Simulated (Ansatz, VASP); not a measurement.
**Two plane-wave programs on PbSe**

```
Pb Se
1.0
     0.00000    3.02076    3.02076
     3.02076    0.00000    3.02076
     3.02076    3.02076    0.00000
Pb Se
1 1
Direct
  0.00000 0.00000 0.00000
  0.50000 0.50000 0.50000
```

Change from the starting cell: volume scaled by 0.96, PAW files.

Alike in both runs: task electric field gradients; functional PBE; k mesh 9 × 9 × 9; occupations fermi-dirac, width 0.01 eV; no spin polarisation.

|  | VASP | Ansatz |
| --- | --- | --- |
| version | VASP 6.6.1 | Ansatz 0.2.0 |
| potentials or method | VASP PAW PBE potentials, release 64 (Pb_d, Se) | PAW with Ansatz's default frozen-core files, scalar-relativistic |
| plane-wave cutoff (eV) | 520 | 420 |
| valence electrons in the cell | 20 | 30 |

|  | VASP | Ansatz | Ansatz less VASP |
| --- | --- | --- | --- |
| pressure (GPa) | 4.8 | 4.8 | +0.01 |

VASP's potentials hold 20 valence electrons a cell and Ansatz's 30, so a difference there can come from the potentials and not from the codes.

Neither program's run includes spin-orbit coupling.
